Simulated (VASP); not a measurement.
In2P3Cl, 12 atoms in the cell. The structure is monoclinic, space group Cc (No. 9). The conventional cell has a = 7.999 Å, b = 9.018 Å, c = 7.582 Å, α = 90.00°, β = 100.80°, γ = 90.00°. In (site symmetry 1) has 3 P at 2.51 to 2.59 Å and 2 Cl at 2.69 to 3.38 Å within 3.4 Å. In (site symmetry 1) has 3 P at 2.48 to 2.61 Å and 1 Cl at 2.64 Å within 3.3 Å. Within 3.0 Å of P (site symmetry 1) lie 2 P at 2.28 Å and 2 In at 2.52 to 2.59 Å. P (site symmetry 1) has 2 P at 2.28 to 2.29 Å and 2 In at 2.48 to 2.51 Å within 3.0 Å. Within 3.0 Å of P (site symmetry 1) lie 2 P at 2.28 to 2.29 Å and 2 In at 2.52 to 2.61 Å. Within 4.4 Å of Cl (site symmetry 1) lie 6 In at 2.64 to 3.96 Å and 13 P at 3.46 to 4.32 Å. 

```yaml
Program: VASP 6.6.1
Task: single point
Functional: r2SCAN
Potentials_or_basis: VASP PAW PBE potentials, release 64 (In_d, P, Cl)
Cutoff: 550 eV
k_mesh: 5 × 5 × 4
Occupations: fermi-dirac, width 0.1 eV
Spin: no spin polarisation
Dipole_correction: no
Further_INCAR_settings: ALGO = Normal; EDIFF = 1e-06; NBANDS = 60
```

Potentials or basis: VASP PAW PBE potentials, release 64 (In_d, P, Cl).

Run with:

```bash
$ cat potpaw_PBE.64/In_d/POTCAR potpaw_PBE.64/P/POTCAR potpaw_PBE.64/Cl/POTCAR > POTCAR
$ cp INCAR.step1 INCAR
$ mpirun -np 1 vasp_std > vasp.out
$ cp INCAR.step2 INCAR
$ mpirun -np 1 vasp_std > vasp.out
```

Hardware: 1 thread of Intel(R) Xeon(R) 6975P-C (Granite Rapids) (shared host).

Q: Estimate the wall time of this run.

A: Wall time 18 min on 1 thread of Intel(R) Xeon(R) 6975P-C (Granite Rapids) (shared host), peak memory 0.66 GiB. Counts: k points 33.
